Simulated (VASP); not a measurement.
Input of a VASP 6.6.1 run:

Contents of POSCAR:

```
TiAl
1.0
    3.1790640000      0.0715289400      0.0000000000
    0.0715289400      3.1790640000      0.0000000000
    0.0000000000      0.0000000000      3.1790640000
Ti Al
1 1
Direct
    0.0000000000      0.0000000000      0.0000000000
    0.5000000000      0.5000000000      0.5000000000
```

INCAR.step1

```
PREC = Accurate
ENCUT = 520
ISMEAR = 0
SIGMA = 0.15
LREAL = False
LASPH = True
NELM = 80
NBANDS = 14
GGA = PE
ALGO = Normal
EDIFF = 1E-4
LWAVE = True
LCHARG = False
```

The input INCAR.step2:

```
PREC = Accurate
ENCUT = 520
EDIFF = 1E-6
ISMEAR = 0
SIGMA = 0.15
LREAL = False
LASPH = True
NELM = 80
ALGO = Normal
ISIF = 2
LWAVE = False
LCHARG = True
METAGGA = R2SCAN
LMIXTAU = True
LELF = True
LVHAR = True
NBANDS = 14
ISTART = 1
```

File KPOINTS:

```
Automatic mesh
0
Gamma
  16 16 16
```

Potentials or basis: VASP PAW PBE potentials, release 64 (Ti_sv, Al).

The run is started by

```sh
$ cat potpaw_PBE.64/Ti_sv/POTCAR potpaw_PBE.64/Al/POTCAR > POTCAR
$ cp INCAR.step1 INCAR
$ mpirun -np 1 vasp_std > vasp.out
$ cp INCAR.step2 INCAR
$ mpirun -np 1 vasp_std > vasp.out
```

What does it give for the pressure?

-0.4 GPa.

Stress tensor (GPa, compression positive):
```
-0.55 -3.53  0.00
-3.53 -0.55  0.00
 0.00  0.00 -0.21
```

Caveat: the cell differs from its parent crystal (strain +0.0450 x Voigt [0, 0, 0, 0, 0, 1]); the PAW data sets were made with another functional, which shifts forces and pressure a little.
